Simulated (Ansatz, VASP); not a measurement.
FeCo in VASP and in Ansatz

File INCAR:

```
  PREC = Accurate
  ENCUT = 600
  EDIFF = 1E-6
  ISMEAR = 0
  SIGMA = 0.1
  LREAL = False
  LASPH = True
  NELM = 200
  ALGO = Normal
  ISIF = 2
  LWAVE = False
  LCHARG = False
  ISPIN = 2
  MAGMOM = 3.09 2.01
  LORBIT = 11
  LMAXMIX = 4
  GGA = PE
  NBANDS = 20
  GGA_COMPAT = False
```

File KPOINTS:

```
regular mesh
0
Gamma
  20 20 20
```

POSCAR

```
FeCo
1.0
    2.8448268025      0.0000000000      0.0000000000
    0.0000000000      2.8448268025      0.0000000000
    0.0000000000      0.0000000000      2.8448268025
Fe Co
1 1
Direct
    0.0000000000      0.0000000000      0.0000000000
    0.5000000000      0.5000000000      0.5000000000
```

Input for Ansatz:

```yaml
crystal:
  lattice:
    - [2.8448268025, 0.0, 0.0]
    - [0.0, 2.8448268025, 0.0]
    - [0.0, 0.0, 2.8448268025]
  atoms:
    - { symbol: Fe, position: [0.0, 0.0, 0.0], spin: 3.09 }
    - { symbol: Co, position: [0.5, 0.5, 0.5], spin: 2.01 }
basis:
  ecutwfc: 420
kpoints:
  mp_grid: { grid: [20, 20, 20] }
  band_path:
    path:
      - [[0.0, 0.0, 0.0], [0.0, 0.5, 0.0], [0.5, 0.5, 0.0], [0.0, 0.0, 0.0], [0.5, 0.5, 0.5], [0.0, 0.5, 0.0]]
      - [[0.5, 0.5, 0.5], [0.5, 0.5, 0.0]]
    npoints: 14
hamiltonian:
  xc: pbe
scf:
  occupations: { method: gaussian, width: 0.1 }
  n_extra_bands: 6
output:
  forces: true
  stress: true
  eigenvalues: true
  populations: true
  dos: { projected: true, de: 0.02, nscf_kmesh: { grid: [24, 24, 24] } }
  bader: true
  write_density: true
  write_potential: true
  elf: true
  volumetric_format: npy
magnetization:
  spin_polarized: true
checkpoint:
  read: start.run
  write: ck
  compress: false
  write_wavefunctions: false
  write_every: 100000
```

Alike in both runs: task single point; functional PBE; k mesh 20 × 20 × 20; occupations gaussian, width 0.1 eV; collinear spin.

|  | VASP | Ansatz |
| --- | --- | --- |
| version | VASP 6.6.1 | Ansatz 0.2.0 |
| potentials or method | VASP PAW PBE potentials, release 64 (Fe, Co), cutoff 600 eV | scalar-relativistic, plane waves, PAW |
| valence electrons in the cell | 17 | 33 |

Ansatz gave:

| Quantity | Value |
| --- | --- |
| gap on the k mesh at the Fermi level (eV) | none |
| pressure (GPa) | 0.0 |
| net moment per atom (μB) | 2.26 |
| size of the moment on the site where the two differ most (μB) | 1.83 |

What did VASP give for the same quantities?

gap on the k mesh at the Fermi level (eV): none; pressure (GPa): -0.5; net moment per atom (μB): 2.26; size of the moment on the site where the two differ most (μB): 1.76.

Site moments also hang on the region over which each program counts them. A gap of «none» marks a metal or a gap that the smearing closes. With one functional, cell and mesh, what is left measures potentials, basis and numerics. VASP's potentials hold 17 valence electrons a cell and Ansatz's 33, so a difference there can come from the potentials and not from the codes. Ansatz's warnings: moment headroom below auto, stability check not made.
